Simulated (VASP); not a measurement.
# Ta4C3 (Pm-3m) in VASP: notebook

Runs on Ta4C3. Level: PBEsol. Tasks: single point, relaxation of cell and atoms.

Program: VASP 6.6.1. These are calculated values, not measurements. Logs are shortened: lines on timing, memory, paths and dates and some standing lists are left out, and cuts for length are marked.

**1. The cell of the first run**

The structure is cubic, space group Pm-3m (No. 221). The conventional cell has a = 4.545 Å, b = 4.545 Å, c = 4.545 Å, α = 90.00°, β = 90.00°, γ = 90.00°. Ta (site symmetry 4/mmm) has 4 C at 2.27 Å within 3.0 Å. Ta (site symmetry m-3m) has 6 C at 2.27 Å within 3.0 Å. C (site symmetry 4/mmm) has 6 Ta at 2.27 Å within 3.0 Å.

**2. Single point, PBEsol (volume scaled by 1.10)**

File INCAR:

```
ALGO = Normal
EDIFF = 1E-7
ENCUT = 520
GGA = PS
ISIF = 2
ISMEAR = 0
LASPH = T
LCHARG = F
LREAL = F
LWAVE = F
NBANDS = 37
NELM = 60
PREC = Accurate
SIGMA = 0.1
```

File KPOINTS:

```
k-points
0
Gamma
  8 8 8
```

File POSCAR:

```
Ta4C3
1.0
    4.5447187133      0.0000000000      0.0000000000
    0.0000000000      4.5447187133      0.0000000000
    0.0000000000      0.0000000000      4.5447187133
Ta C
4 3
Direct
    0.0000000000      0.5000000000      0.5000000000
    0.5000000000      0.0000000000      0.5000000000
    0.5000000000      0.5000000000      0.0000000000
    0.0000000000      0.0000000000      0.0000000000
    0.5000000000      0.0000000000      0.0000000000
    0.0000000000      0.5000000000      0.0000000000
    0.0000000000      0.0000000000      0.5000000000
```

Potentials or basis: VASP PAW PBE potentials, release 64 (Ta_pv, C).

On the command line:

```
$ cat potpaw_PBE.64/Ta_pv/POTCAR potpaw_PBE.64/C/POTCAR > POTCAR
$ mpirun -np 1 vasp_std > vasp.out
```

OUTCAR:

```text
EDIFF = 1E-7
   ENCUT = 520
   GGA = PS
   ISIF = 2
   ISMEAR = 0
   LASPH = T
   LREAL = F
   NELM = 60
   PREC = Accurate

 ion  position               nearest neighbor table
   1  0.000  0.500  0.500-   6 2.27   7 2.27   6 2.27   7 2.27   3 3.21   3 3.21   4 3.21   4 3.21
                             2 3.21   4 3.21   2 3.21   4 3.21   2 3.21   3 3.21   3 3.21   2 3.21
   2  0.500  0.000  0.500-   5 2.27   7 2.27   5 2.27   7 2.27   3 3.21   3 3.21   4 3.21   4 3.21
                             1 3.21   3 3.21   3 3.21   1 3.21   4 3.21   1 3.21   4 3.21   1 3.21
   3  0.500  0.500  0.000-   5 2.27   6 2.27   5 2.27   6 2.27   2 3.21   1 3.21   2 3.21   2 3.21
                             4 3.21   4 3.21   2 3.21   1 3.21   4 3.21   1 3.21   1 3.21   4 3.21
   4  0.000  0.000  0.000-   5 2.27   6 2.27   7 2.27   7 2.27   6 2.27   5 2.27   1 3.21   2 3.21
                             1 3.21   1 3.21   3 3.21   2 3.21   1 3.21   2 3.21   3 3.21   3 3.21
   5  0.500  0.000  0.000-   2 2.27   3 2.27   4 2.27   2 2.27   3 2.27   4 2.27
   6  0.000  0.500  0.000-   1 2.27   3 2.27   4 2.27   1 2.27   4 2.27   3 2.27
   7  0.000  0.000  0.500-   1 2.27   2 2.27   4 2.27   4 2.27   1 2.27   2 2.27

  LATTYP: Found a simple cubic cell.
 ALAT       =     4.5447187133

  Lattice vectors:

 A1 = (   4.5447187133,   0.0000000000,   0.0000000000)
 A2 = (   0.0000000000,   4.5447187133,   0.0000000000)
 A3 = (   0.0000000000,   0.0000000000,   4.5447187133)

Analysis of symmetry for initial positions (statically):
=====================================================================
 Subroutine PRICEL returns:
 Original cell was already a primitive cell.

 Routine SETGRP: Setting up the symmetry group for a
 simple cubic supercell.

 Subroutine GETGRP returns: Found 48 space group operations
 (whereof 48 operations were pure point group operations)
 out of a pool of 48 trial point group operations.

The static configuration has the point symmetry O_h .

Analysis of symmetry for dynamics (positions and initial velocities):
=====================================================================
 Subroutine PRICEL returns:
 Original cell was already a primitive cell.

 Routine SETGRP: Setting up the symmetry group for a
 simple cubic supercell.

 Subroutine GETGRP returns: Found 48 space group operations
 (whereof 48 operations were pure point group operations)
 out of a pool of 48 trial point group operations.

The dynamic configuration has the point symmetry O_h .

 Subroutine INISYM returns: Found 48 space group operations
 (whereof 48 operations are pure point group operations),
 and found     1 'primitive' translations

----------------------------------------------------------------------------------------

                                     Primitive cell

  volume of cell :      93.8687

  direct lattice vectors                    reciprocal lattice vectors
     4.544718713  0.000000000  0.000000000     0.220035620  0.000000000  0.000000000
     0.000000000  4.544718713  0.000000000     0.000000000  0.220035620  0.000000000
     0.000000000  0.000000000  4.544718713     0.000000000  0.000000000  0.220035620

  length of vectors
     4.544718713  4.544718713  4.544718713     0.220035620  0.220035620  0.220035620

  position of ions in fractional coordinates (direct lattice)
     0.000000000  0.500000000  0.500000000
     0.500000000  0.000000000  0.500000000
     0.500000000  0.500000000  0.000000000
     0.000000000  0.000000000  0.000000000
     0.500000000  0.000000000  0.000000000
     0.000000000  0.500000000  0.000000000
     0.000000000  0.000000000  0.500000000

  ion indices of the primitive-cell ions
   primitive index   ion index
                 1           1
                 2           2
                 3           3
                 4           4
                 5           5
                 6           6
                 7           7

----------------------------------------------------------------------------------------

 KPOINTS: k-points

Automatic generation of k-mesh.
 Grid dimensions read from file:
 generate k-points for:    8    8    8

 Generating k-lattice:

  Cartesian coordinates                     Fractional coordinates (reciprocal lattice)
     0.027504453  0.000000000  0.000000000     0.125000000  0.000000000  0.000000000
     0.000000000  0.027504453  0.000000000     0.000000000  0.125000000  0.000000000
     0.000000000  0.000000000  0.027504453     0.000000000  0.000000000  0.125000000

  Length of vectors
     0.027504453  0.027504453  0.027504453

  Shift w.r.t. Gamma in fractional coordinates (k-lattice)
     0.000000000  0.000000000  0.000000000

 Subroutine IBZKPT returns following result:
 ===========================================

 Found     35 irreducible k-points:

 Following reciprocal coordinates:
            Coordinates               Weight
  0.000000  0.000000  0.000000      1.000000
  0.125000  0.000000  0.000000      6.000000
  0.250000  0.000000  0.000000      6.000000
  0.375000  0.000000  0.000000      6.000000
  0.500000  0.000000  0.000000      3.000000
  0.125000  0.125000  0.000000     12.000000
[... 16 lines left out ...]
  0.375000  0.375000  0.125000     24.000000
  0.500000  0.375000  0.125000     24.000000
 [... further k-points ...]
   k-points           NKPTS =     35   k-points in BZ     NKDIM =     35   number of bands    NBANDS=     37
   number of dos      NEDOS =    301   number of ions     NIONS =      7
   total plane-waves  NPLWV =  46656
   dimension x,y,z NGX =    36 NGY =   36 NGZ =   36
   dimension x,y,z NGXF=    72 NGYF=   72 NGZF=   72
   ions per type =               4   3
   NGX,Y,Z   is equivalent  to a cutoff of  13.17, 13.17, 13.17 a.u.
   NGXF,Y,Z  is equivalent  to a cutoff of  26.34, 26.34, 26.34 a.u.
 SYSTEM =  unknown system
   PREC   = accura    normal or accurate (medium, high low for compatibility)
   ISTART =      0    job   : 0-new  1-cont  2-samecut
   ICHARG =      2    charge: 1-file 2-atom 10-const
   ISPIN  =      1    spin polarized calculation?
   LNONCOLLINEAR =      F non collinear calculations
   LSORBIT =      F    spin-orbit coupling
   LASPH  =      T    aspherical Exc in radial PAW
   ENCUT  =  520.0 eV  38.22 Ry    6.18 a.u.   8.45  8.45  8.45*2*pi/ulx,y,z
   NELM   =     60;   NELMIN=  2; NELMDL= -5     # of ELM steps
   EDIFF  = 0.1E-06   stopping-criterion for ELM
   LREAL  =      F    real-space projection
   EDIFFG = 0.1E-05   stopping-criterion for IOM
   NSW    =      0    number of steps for IOM
   IBRION =     -1    ionic relax: 0-MD 1-quasi-New 2-CG
   NFREE  =      0    steps in history (QN), initial steepest desc. (CG)
   ISIF   =      2    stress and relaxation
   ISYM   =      2    0-nonsym 1-usesym 2-fastsym
   POTIM  = 0.5000    time-step for ionic-motion
   TEBEG  =    0.0;   TEEND  =   0.0 temperature during run
   PSTRESS=    0.0 pullay stress
   NELECT =      56.0000    total number of electrons
   NUPDOWN=      -1.0000    fix difference up-down
   EMIN   =  10.00;   EMAX   =-10.00  energy-range for DOS
   EFERMI =   0.00;   METHOD = LEGACY
   ISMEAR =     0;   SIGMA  =   0.10  broadening in eV -4-tet -1-fermi 0-gaus
   EFERMI_NEDOS =   21; number of points for ismear=-14 and -15
   IALGO  =     38    algorithm
   IMIX   =      4    mixing-type and parameters
     AMIX     =   0.40;   BMIX     =  1.00
     AMIX_MAG =   1.60;   BMIX_MAG =  1.00
  volume/ion in A,a.u.               =      13.41        90.49
  Fermi-wavevector in a.u.,A,eV,Ry     =   1.378152  2.604330 25.841591  1.899303
  Thomas-Fermi vector in A             =   2.503240
   LORBIT       =      0    0 simple, 1 ext, 2 COOP (PROOUT), +10 PAW based schemes
   GGA     = PS    functional components
   LHFCALC =     F    Hartree Fock is set to
   AEXX    =    0.0000 exact exchange contribution
   IVDW    =     0    specifies the selected vdW correction
   LEPSILON=     F    determine dielectric tensor
   LRPA    =     F    only Hartree local field effects (RPA)
 non-spin polarized calculation
 Gauss-broadening in eV      SIGMA  =   0.10
  energy-cutoff  :      520.00
  volume of cell :       93.87
 maximum number of plane-waves:      2560
 NGX is ok and might be reduce to    36
   NGX = 17   NGY = 17   NGZ = 17

 number of electron      55.9999995 magnetization

 Free energy of the ion-electron system (eV)
  ---------------------------------------------------
  ext. energy  EPLUGINS =         0.00000000
  ---------------------------------------------------
  free energy    TOTEN  =       -82.09134315 eV

  energy without entropy =      -82.07294457  energy(sigma->0) =      -82.08214386

 E-fermi :   6.2983     XC(G=0): -12.6229

 val. band max:        6.2905821757   @ k =   0.5000   0.2500   0.1250
 cond. band min:       6.3635950566   @ k =   0.3750   0.0000   0.0000
 fundamental gap:      0.0730128808
 Fermi energy:         6.2982533297

 k-point     1 :       0.0000    0.0000    0.0000
  band No.  band energies     occupation
      1     -29.0329      2.00000
      2     -29.0329      2.00000
      3     -29.0329      2.00000
      4     -28.4623      2.00000
      5     -28.4623      2.00000
      6     -28.4623      2.00000
[... 29 lines left out ...]
     36       9.6622      0.00000
     37      10.4695      0.00000

 k-point     2 :       0.1250    0.0000    0.0000
  band No.  band energies     occupation
      1     -29.0283      2.00000
      2     -29.0283      2.00000
      3     -29.0259      2.00000
      4     -28.4617      2.00000
      5     -28.4609      2.00000
      6     -28.4609      2.00000
[... 29 lines left out ...]
     36      10.0836      0.00000
     37      10.4155      0.00000
[... 838 lines left out ...]
     36       9.8509      0.00000
     37       9.9012      0.00000

 k-point    24 :       0.5000    0.3750    0.1250
  band No.  band energies     occupation
      1     -29.0334      2.00000
      2     -29.0298      2.00000
      3     -28.9923      2.00000
      4     -28.5628      2.00000
      5     -28.4463      2.00000
      6     -28.4384      2.00000
[... 29 lines left out ...]
     36       9.5421      0.00000
     37       9.7710      0.00000

 [... further k-points ...]

------------------------ aborting loop because EDIFF is reached ----------------------------------------

  FORCE on cell =-STRESS in cart. coord.  units (eV):
  Direction    XX          YY          ZZ          XY          YZ          ZX
  --------------------------------------------------------------------------------------
  -------------------------------------------------------------------------------------
  Total      -13.9859233    -13.9859233    -13.9859233      0.0000000      0.0000000     -0.0000000
  in kB     -238.7155433   -238.7155433   -238.7155433      0.0000000      0.0000000     -0.0000000
  external PRESSURE =    -238.7155433 kB  Pullay stress =       0.0000000 kB

 VOLUME and BASIS-vectors are now :
 -----------------------------------------------------------------------------
  energy-cutoff  :      520.00
  volume of cell :       93.87
      direct lattice vectors                 reciprocal lattice vectors
     4.544718713  0.000000000  0.000000000     0.220035620  0.000000000  0.000000000
     0.000000000  4.544718713  0.000000000     0.000000000  0.220035620  0.000000000
     0.000000000  0.000000000  4.544718713     0.000000000  0.000000000  0.220035620

 POSITION                                       TOTAL-FORCE (eV/Angst)
 -----------------------------------------------------------------------------------
      0.00000      2.27236      2.27236         0.000000      0.000000      0.000000
      2.27236      0.00000      2.27236         0.000000      0.000000      0.000000
      2.27236      2.27236      0.00000         0.000000      0.000000      0.000000
      0.00000      0.00000      0.00000         0.000000      0.000000      0.000000
      2.27236      0.00000      0.00000         0.000000      0.000000      0.000000
      0.00000      2.27236      0.00000         0.000000      0.000000      0.000000
      0.00000      0.00000      2.27236         0.000000      0.000000      0.000000
 -----------------------------------------------------------------------------------
    total drift:                                0.000000      0.000000      0.000000

  FREE ENERGIE OF THE ION-ELECTRON SYSTEM (eV)
  ---------------------------------------------------
  free  energy   TOTEN  =       -82.0913431540 eV

  energy  without entropy=      -82.0729445748  energy(sigma->0) =      -82.08214386
```

It took 2.7 min on 1 thread of AMD EPYC 7R43 (Zen 3), shared host; peak memory 0.21 GiB.

Results:

```
Free energy            : -82.0913 eV
Pressure               : -23.9 GPa
Band gap on the k mesh : zero (band 28 reaches 6.60 eV, above the bottom of band 29 at 5.71 eV)
```

Caveat: the PAW data sets were made with another functional, which shifts forces and pressure a little; spin-orbit coupling is left out, which moves the levels of the heavy elements.

(Continued in part 2 of 2.)
